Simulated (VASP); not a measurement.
# BeS3 (Pm-3n) in VASP: notebook

BeS3 is run at these levels: PBE; tasks: single point, relaxation of cell and atoms.

Program: VASP 6.6.1. These are calculated values, not measurements. Logs are shortened: lines on timing, memory, paths and dates and some standing lists are left out, and cuts for length are marked.

**1. The cell of the first run**

It takes space group Pm-3n (No. 223, cubic). Conventional cell: a = 4.901 Å, b = 4.901 Å, c = 4.901 Å, α = 90.00°, β = 90.00°, γ = 90.00°. Within 3.6 Å of Be (site symmetry m-3) lie 12 S at 2.74 Å. S (site symmetry -4m2) has 10 S at 2.45 to 3.00 Å and 4 Be at 2.74 Å within 3.2 Å.

**2. Single point, PBE**

The input, INCAR:

```
PREC = Accurate ; ENCUT = 600
EDIFF = 1E-6 ; ISMEAR = 0
SIGMA = 0.1 ; LREAL = F
LASPH = T ; NELM = 120
ALGO = Normal ; ISIF = 2
LWAVE = F ; LCHARG = F
GGA = PE ; NBANDS = 30
GGA_COMPAT = F
```

The input, KPOINTS:

```
regular mesh
0
Gamma
  8 8 8
```

The input, POSCAR:

```
BeS3
1.0
    4.9013687060      0.0000000000      0.0000000000
    0.0000000000      4.9013687060      0.0000000000
    0.0000000000      0.0000000000      4.9013687060
Be S
2 6
Direct
    0.0000000000      0.0000000000      0.0000000000
    0.5000000000      0.5000000000      0.5000000000
    0.0000000000      0.5000000000      0.2500000000
    0.0000000000      0.5000000000      0.7500000000
    0.2500000000      0.0000000000      0.5000000000
    0.7500000000      0.0000000000      0.5000000000
    0.5000000000      0.7500000000      0.0000000000
    0.5000000000      0.2500000000      0.0000000000
```

Potentials or basis: VASP PAW PBE potentials, release 64 (Be, S).

Started as:

```sh
cat potpaw_PBE.64/Be/POTCAR potpaw_PBE.64/S/POTCAR > POTCAR
mpirun -np 1 vasp_std > vasp.out
```

OUTCAR:

```text
PREC = Accurate
   ENCUT = 600
   EDIFF = 1E-6
   ISMEAR = 0
   LREAL = F
   LASPH = T
   NELM = 120
   ISIF = 2
   GGA = PE

 ion  position               nearest neighbor table
   1  0.000  0.000  0.000-
   2  0.500  0.500  0.500-
   3  0.000  0.500  0.250-   4 2.45   4 2.45
   4  0.000  0.500  0.750-   3 2.45   3 2.45
   5  0.250  0.000  0.500-   6 2.45   6 2.45
   6  0.750  0.000  0.500-   5 2.45   5 2.45
   7  0.500  0.750  0.000-   8 2.45   8 2.45
   8  0.500  0.250  0.000-   7 2.45   7 2.45

  LATTYP: Found a simple cubic cell.
 ALAT       =     4.9013687060

  Lattice vectors:

 A1 = (   4.9013687060,   0.0000000000,   0.0000000000)
 A2 = (   0.0000000000,   4.9013687060,   0.0000000000)
 A3 = (   0.0000000000,   0.0000000000,   4.9013687060)

Analysis of symmetry for initial positions (statically):
=====================================================================
 Subroutine PRICEL returns:
 Original cell was already a primitive cell.

 Routine SETGRP: Setting up the symmetry group for a
 simple cubic supercell.

 Subroutine GETGRP returns: Found 48 space group operations
 (whereof 24 operations were pure point group operations)
 out of a pool of 48 trial point group operations.

The static configuration has the point symmetry T_h .
 The point group associated with its full space group is O_h .

Analysis of symmetry for dynamics (positions and initial velocities):
=====================================================================
 Subroutine PRICEL returns:
 Original cell was already a primitive cell.

 Routine SETGRP: Setting up the symmetry group for a
 simple cubic supercell.

 Subroutine GETGRP returns: Found 48 space group operations
 (whereof 24 operations were pure point group operations)
 out of a pool of 48 trial point group operations.

The dynamic configuration has the point symmetry T_h .
 The point group associated with its full space group is O_h .

 Subroutine INISYM returns: Found 48 space group operations
 (whereof 24 operations are pure point group operations),
 and found     1 'primitive' translations

----------------------------------------------------------------------------------------

                                     Primitive cell

  volume of cell :     117.7476

  direct lattice vectors                    reciprocal lattice vectors
     4.901368706  0.000000000  0.000000000     0.204024643  0.000000000  0.000000000
     0.000000000  4.901368706  0.000000000     0.000000000  0.204024643  0.000000000
     0.000000000  0.000000000  4.901368706     0.000000000  0.000000000  0.204024643

  length of vectors
     4.901368706  4.901368706  4.901368706     0.204024643  0.204024643  0.204024643

  position of ions in fractional coordinates (direct lattice)
     0.000000000  0.000000000  0.000000000
     0.500000000  0.500000000  0.500000000
     0.000000000  0.500000000  0.250000000
     0.000000000  0.500000000  0.750000000
     0.250000000  0.000000000  0.500000000
     0.750000000  0.000000000  0.500000000
     0.500000000  0.750000000  0.000000000
     0.500000000  0.250000000  0.000000000

  ion indices of the primitive-cell ions
   primitive index   ion index
                 1           1
                 2           2
                 3           3
                 4           4
                 5           5
                 6           6
                 7           7
                 8           8

----------------------------------------------------------------------------------------

 KPOINTS: regular mesh

Automatic generation of k-mesh.
 Grid dimensions read from file:
 generate k-points for:    8    8    8

 Generating k-lattice:

  Cartesian coordinates                     Fractional coordinates (reciprocal lattice)
     0.025503080  0.000000000  0.000000000     0.125000000  0.000000000  0.000000000
     0.000000000  0.025503080  0.000000000     0.000000000  0.125000000  0.000000000
     0.000000000  0.000000000  0.025503080     0.000000000  0.000000000  0.125000000

  Length of vectors
     0.025503080  0.025503080  0.025503080

  Shift w.r.t. Gamma in fractional coordinates (k-lattice)
     0.000000000  0.000000000  0.000000000

 Subroutine IBZKPT returns following result:
 ===========================================

 Found     35 irreducible k-points:

 Following reciprocal coordinates:
            Coordinates               Weight
  0.000000  0.000000  0.000000      1.000000
  0.125000  0.000000  0.000000      6.000000
  0.250000  0.000000  0.000000      6.000000
  0.375000  0.000000  0.000000      6.000000
  0.500000  0.000000  0.000000      3.000000
  0.125000  0.125000  0.000000     12.000000
[... 16 lines left out ...]
  0.375000  0.375000  0.125000     24.000000
  0.500000  0.375000  0.125000     24.000000
 [... further k-points ...]
   k-points           NKPTS =     35   k-points in BZ     NKDIM =     35   number of bands    NBANDS=     30
   number of dos      NEDOS =    301   number of ions     NIONS =      8
   total plane-waves  NPLWV =  64000
   dimension x,y,z NGX =    40 NGY =   40 NGZ =   40
   dimension x,y,z NGXF=    80 NGYF=   80 NGZF=   80
   ions per type =               2   6
   NGX,Y,Z   is equivalent  to a cutoff of  13.57, 13.57, 13.57 a.u.
   NGXF,Y,Z  is equivalent  to a cutoff of  27.13, 27.13, 27.13 a.u.
 SYSTEM =  unknown system
   PREC   = accura    normal or accurate (medium, high low for compatibility)
   ISTART =      0    job   : 0-new  1-cont  2-samecut
   ICHARG =      2    charge: 1-file 2-atom 10-const
   ISPIN  =      1    spin polarized calculation?
   LNONCOLLINEAR =      F non collinear calculations
   LSORBIT =      F    spin-orbit coupling
   LASPH  =      T    aspherical Exc in radial PAW
   ENCUT  =  600.0 eV  44.10 Ry    6.64 a.u.   9.79  9.79  9.79*2*pi/ulx,y,z
   NELM   =    120;   NELMIN=  2; NELMDL= -5     # of ELM steps
   EDIFF  = 0.1E-05   stopping-criterion for ELM
   LREAL  =      F    real-space projection
   EDIFFG = 0.1E-04   stopping-criterion for IOM
   NSW    =      0    number of steps for IOM
   IBRION =     -1    ionic relax: 0-MD 1-quasi-New 2-CG
   NFREE  =      0    steps in history (QN), initial steepest desc. (CG)
   ISIF   =      2    stress and relaxation
   ISYM   =      2    0-nonsym 1-usesym 2-fastsym
   POTIM  = 0.5000    time-step for ionic-motion
   TEBEG  =    0.0;   TEEND  =   0.0 temperature during run
   PSTRESS=    0.0 pullay stress
   NELECT =      40.0000    total number of electrons
   NUPDOWN=      -1.0000    fix difference up-down
   EMIN   =  10.00;   EMAX   =-10.00  energy-range for DOS
   EFERMI =   0.00;   METHOD = LEGACY
   ISMEAR =     0;   SIGMA  =   0.10  broadening in eV -4-tet -1-fermi 0-gaus
   EFERMI_NEDOS =   21; number of points for ismear=-14 and -15
   IALGO  =     38    algorithm
   IMIX   =      4    mixing-type and parameters
     AMIX     =   0.40;   BMIX     =  1.00
     AMIX_MAG =   1.60;   BMIX_MAG =  1.00
  volume/ion in A,a.u.               =      14.72        99.33
  Fermi-wavevector in a.u.,A,eV,Ry     =   1.142293  2.158620 17.753330  1.304833
  Thomas-Fermi vector in A             =   2.278991
   LORBIT       =      0    0 simple, 1 ext, 2 COOP (PROOUT), +10 PAW based schemes
   GGA     = PE    functional components
   LHFCALC =     F    Hartree Fock is set to
   AEXX    =    0.0000 exact exchange contribution
   IVDW    =     0    specifies the selected vdW correction
   LEPSILON=     F    determine dielectric tensor
   LRPA    =     F    only Hartree local field effects (RPA)
 non-spin polarized calculation
 Gauss-broadening in eV      SIGMA  =   0.10
  energy-cutoff  :      600.00
  volume of cell :      117.75
 maximum number of plane-waves:      3952
 NGX is ok and might be reduce to    40
   NGX = 19   NGY = 19   NGZ = 19

 number of electron      40.0000007 magnetization

 Free energy of the ion-electron system (eV)
  ---------------------------------------------------
  ext. energy  EPLUGINS =         0.00000000
  ---------------------------------------------------
  free energy    TOTEN  =       -24.91980175 eV

  energy without entropy =      -24.87963027  energy(sigma->0) =      -24.89971601

 E-fermi :   7.1636     XC(G=0): -10.7760

 val. band max:        7.1378933437   @ k =   0.3750   0.2500   0.0000
 cond. band min:       7.1637803948   @ k =   0.3750   0.1250   0.1250
 fundamental gap:      0.0258870511
 Fermi energy:         7.1635706341

 k-point     1 :       0.0000    0.0000    0.0000
  band No.  band energies     occupation
      1      -9.3368      2.00000
      2      -6.4830      2.00000
      3      -6.4830      2.00000
      4      -3.9229      2.00000
      5      -3.9229      2.00000
      6      -3.9229      2.00000
[... 22 lines left out ...]
     29      11.1668      0.00000
     30      12.9367      0.00000

 k-point     2 :       0.1250    0.0000    0.0000
  band No.  band energies     occupation
      1      -9.2633      2.00000
      2      -6.6625      2.00000
      3      -6.4131      2.00000
      4      -4.0699      2.00000
      5      -3.9000      2.00000
      6      -3.9000      2.00000
[... 22 lines left out ...]
     29      11.3752      0.00000
     30      12.4261      0.00000

 k-point     3 :       0.2500    0.0000    0.0000
  band No.  band energies     occupation
      1      -9.0455      2.00000
      2      -7.1135      2.00000
      3      -6.2067      2.00000
      4      -4.4491      2.00000
      5      -3.8425      2.00000
      6      -3.8425      2.00000
[... 22 lines left out ...]
     29      12.0923      0.00000
     30      12.1127      0.00000

 k-point     4 :       0.3750    0.0000    0.0000
  band No.  band energies     occupation
      1      -8.6925      2.00000
      2      -7.6741      2.00000
      3      -5.8746      2.00000
      4      -4.9405      2.00000
      5      -3.7817      2.00000
      6      -3.7817      2.00000
[... 22 lines left out ...]
     29      12.7189      0.00000
     30      12.7207      0.00000

 k-point     5 :       0.5000    0.0000    0.0000
  band No.  band energies     occupation
      1      -8.2233      2.00000
      2      -8.2233      2.00000
      3      -5.4390      2.00000
      4      -5.4390      2.00000
      5      -3.7554      2.00000
      6      -3.7554      2.00000
[... 22 lines left out ...]
     29      12.9272      0.00000
     30      12.9302      0.00000
[... 526 lines left out ...]
     29      12.2332      0.00000
     30      12.6454      0.00000

 k-point    22 :       0.5000    0.2500    0.1250
  band No.  band energies     occupation
      1      -7.9330      2.00000
      2      -7.8759      2.00000
      3      -5.9050      2.00000
      4      -5.7787      2.00000
      5      -4.5421      2.00000
      6      -4.0433      2.00000
[... 22 lines left out ...]
     29      12.1351      0.00000
     30      12.7300      0.00000

 k-point    23 :       0.3750    0.3750    0.1250
  band No.  band energies     occupation
      1      -8.0310      2.00000
      2      -7.3532      2.00000
      3      -6.4641      2.00000
      4      -5.7160      2.00000
      5      -4.7762      2.00000
      6      -4.0399      2.00000
[... 22 lines left out ...]
     29      11.9707      0.00000
     30      12.1750      0.00000

 k-point    24 :       0.5000    0.3750    0.1250
  band No.  band energies     occupation
      1      -7.7193      2.00000
      2      -7.5566      2.00000
      3      -6.2556      2.00000
      4      -6.1577      2.00000
      5      -4.8219      2.00000
      6      -4.0321      2.00000
[... 22 lines left out ...]
     29      11.8698      0.00000
     30      12.4434      0.00000

 [... further k-points ...]
[... 5 lines left out ...]
  --------------------------------------------------------------------------------------
  -------------------------------------------------------------------------------------
  Total       -0.0717713     -0.0717713     -0.0717713      0.0000000      0.0000000      0.0000000
  in kB       -0.9765837     -0.9765837     -0.9765837      0.0000000      0.0000000      0.0000000
  external PRESSURE =      -0.9765837 kB  Pullay stress =       0.0000000 kB

 VOLUME and BASIS-vectors are now :
 -----------------------------------------------------------------------------
  energy-cutoff  :      600.00
  volume of cell :      117.75
      direct lattice vectors                 reciprocal lattice vectors
     4.901368706  0.000000000  0.000000000     0.204024643  0.000000000  0.000000000
     0.000000000  4.901368706  0.000000000     0.000000000  0.204024643  0.000000000
     0.000000000  0.000000000  4.901368706     0.000000000  0.000000000  0.204024643

 POSITION                                       TOTAL-FORCE (eV/Angst)
 -----------------------------------------------------------------------------------
      0.00000      0.00000      0.00000         0.000000      0.000000     -0.000000
      2.45068      2.45068      2.45068         0.000000      0.000000     -0.000000
      0.00000      2.45068      1.22534         0.000000      0.000000      0.000000
      0.00000      2.45068      3.67603         0.000000      0.000000     -0.000000
      1.22534      0.00000      2.45068         0.000000     -0.000000     -0.000000
      3.67603      0.00000      2.45068        -0.000000      0.000000      0.000000
      2.45068      3.67603      0.00000        -0.000000      0.000000     -0.000000
      2.45068      1.22534      0.00000        -0.000000      0.000000      0.000000
 -----------------------------------------------------------------------------------
    total drift:                                0.000000     -0.000000      0.000000

  FREE ENERGIE OF THE ION-ELECTRON SYSTEM (eV)
  ---------------------------------------------------
  free  energy   TOTEN  =       -24.9198017541 eV

  energy  without entropy=      -24.8796302749  energy(sigma->0) =      -24.89971601
```

It took 3.2 min on 1 thread of Intel Xeon 8259CL, shared host; peak memory 0.29 GiB.

What came out:

```yaml
Free_energy: -24.9198 eV
Pressure: -0.1 GPa
Band_gap_on_the_k_mesh: zero (bands 20 and 21 overlap by 0.99 eV)
```

**3. Relaxation of cell and atoms, PBE**

This run uses another cell than the first one, of 18.32 Å³/atom.

The input, INCAR:

```
ALGO     = Normal         # electronic algorithm
EDIFF    = 1E-7           # SCF threshold, eV
EDIFFG   = -0.04          # ionic threshold
ENCUT    = 600            # plane-wave cutoff, eV
GGA      = PE             # functional
GGA_COMPAT= False        
IBRION   = 2              # ionic algorithm
ISIF     = 3              # what is computed and relaxed
ISMEAR   = 0              # smearing method
LASPH    = True           # aspherical terms in the spheres
LCHARG   = False          # write CHGCAR
LREAL    = False          # projectors in reciprocal space
LWAVE    = False          # write WAVECAR
NELM     = 120            # most SCF steps
NELMIN   = 4            
NSW      = 90             # ionic steps
PREC     = Accurate       # precision mode
SIGMA    = 0.1            # smearing width, eV
```

The input, KPOINTS:

```
k-points
0
Gamma
  4 4 4
```

POSCAR, as its differences from that of step 2:

```diff
@@ -2,5 +2,5 @@
 1.0
-    4.9013687060      0.0000000000      0.0000000000
-    0.0000000000      4.9013687060      0.0000000000
-    0.0000000000      0.0000000000      4.9013687060
+    5.2725569391      0.0000000000      0.0000000000
+    0.0000000000      5.2725569391      0.0000000000
+    0.0000000000      0.0000000000      5.2725569391
 Be S
```

Potentials or basis: VASP PAW PBE potentials, release 64 (Be, S).

Started as:

```sh
cat potpaw_PBE.64/Be/POTCAR potpaw_PBE.64/S/POTCAR > POTCAR
mpirun -np 1 vasp_std > vasp.out
```

It took 2.1 min on 1 thread of Intel Xeon 8259CL, shared host; peak memory 0.27 GiB.

It converged, with:

- Free energy: -25.4296 eV
- Relaxed volume: 14.57 Å³/atom
- Relaxed cell: a = 4.885 Å, b = 4.885 Å, c = 4.885 Å, α = 90.00°, β = 90.00°, γ = 90.00°
- Space group after relaxing (to 0.1 Å): Pm-3n (No. 223)
- Energy gained by relaxing: 170.6 meV/atom
- Ionic steps: 3
- Pressure after relaxing: -0.2 GPa
- Band gap on the k mesh: zero (bands 20 and 21 overlap by 1.00 eV)

The path:
```csv
step,energy change (eV),largest force (eV/Å),pressure (GPa),volume (Å³)
1,0.0000,0.0000,-11.90,146.58
2,-1.3426,0.0000,-2.13,119.57
3,-1.3645,0.0000,-0.16,116.55
```

Final structure:
```
CELL_PARAMETERS angstrom
4.88466 0.00000 0.00000
0.00000 4.88466 0.00000
0.00000 0.00000 4.88466
ATOMIC_POSITIONS crystal
Be 0.00000 0.00000 0.00000
Be 0.50000 0.50000 0.50000
S 0.00000 0.50000 0.25000
S 0.00000 0.50000 0.75000
S 0.25000 0.00000 0.50000
S 0.75000 0.00000 0.50000
S 0.50000 0.75000 0.00000
S 0.50000 0.25000 0.00000
```

Levels at points of the mesh, in eV from the Fermi level:
```
           k point  band 17  band 18  band 19  band 20  band 21  band 22  band 23  band 24
(0.00, 0.00, 0.00)    -2.33    -2.33     0.02     0.02     0.02     0.74     1.09     4.12
(0.50, 0.00, 0.00)    -1.54    -1.54    -1.49    -1.49     0.58     0.58     1.39     1.39
(0.50, 0.50, 0.00)    -1.86    -0.60    -0.53    -0.53     0.67     0.67     1.10     2.95
(0.50, 0.50, 0.50)    -1.13    -1.13    -1.13    -1.13    -0.72    -0.72    -0.72    -0.72
```

Caveat: the volume moved by over 15 % at a fixed basis, so the end points are rough.

[end of part 1 of 2]
